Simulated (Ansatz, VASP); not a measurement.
**One calculation of CdS, two programs**

```
Cd S
1.0
     2.93927    2.93927    0.00000
    -2.93927    2.93927    0.00000
     0.00000    2.93927    2.93927
Cd S
1 1
Direct
  0.00000 0.00000 0.00000
  0.75000 0.25000 0.50000
```

Alike in both runs: functional r2SCAN; k mesh 12 × 12 × 12; occupations fermi-dirac, width 0.08 eV; no spin polarisation.

Ansatz relaxed the structure, and its values are those at the end. VASP's run is a single point on that final structure, the one shown.

|  | VASP | Ansatz |
| --- | --- | --- |
| version | VASP 6.6.1 | Ansatz 0.2.0 |
| potentials or method | VASP PAW PBE potentials, release 64 (Cd, S) | PAW with Ansatz's default frozen-core files, scalar-relativistic |
| plane-wave cutoff (eV) | 520 | 500 |
| valence electrons in the cell | 18 | 26 |

Ansatz gave:

- pressure (GPa): 0.0

Q: Estimate VASP's values.

A: Pressure (GPa): 0.3.

VASP's potentials were made for PBE, not for r2SCAN. With one functional, cell and mesh, what is left measures potentials, basis and numerics. VASP's potentials hold 18 valence electrons a cell and Ansatz's 26, so a difference there can come from the potentials and not from the codes.
